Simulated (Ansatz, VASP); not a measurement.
**Two plane-wave programs on WS2**

```
S W
1.0
     3.15955    0.00000    0.00000
    -1.57977    2.73625    0.00000
     0.00000    0.00000   23.80426
S W
4 2
Direct
  0.33333 0.66667 0.18904
  0.33333 0.66667 0.32146
  0.33333 0.00000 0.48068
  0.33333 0.00000 0.61309
  0.66667 0.33333 0.25525
  0.00000 0.33333 0.54689
```

Alike in both runs: task single point; functional PBE; dispersion D3(BJ); k mesh 9 × 9 × 1; occupations gaussian, width 0.05 eV; no spin polarisation.

|  | VASP | Ansatz |
| --- | --- | --- |
| version | VASP 6.6.1 | Ansatz 0.2.0 |
| potentials or method | VASP PAW PBE potentials, release 64 (S, W_sv), cutoff 520 eV | scalar-relativistic, plane waves, PAW |
| valence electrons in the cell | 52 | 52 |

Ansatz gave:

| Quantity | Value |
| --- | --- |
| gap on the k mesh at the Fermi level (eV) | 1.84 |
| least direct gap on the mesh (eV) | 1.91 |
| rms of the force components (eV/Å) | 0.024 |

Which values does VASP return?

gap on the k mesh at the Fermi level (eV): 1.85; least direct gap on the mesh (eV): 1.92; rms of the force components (eV/Å): 0.025.

Ansatz's warnings: xc potential rough in thin density.

Neither program's run includes spin-orbit coupling.
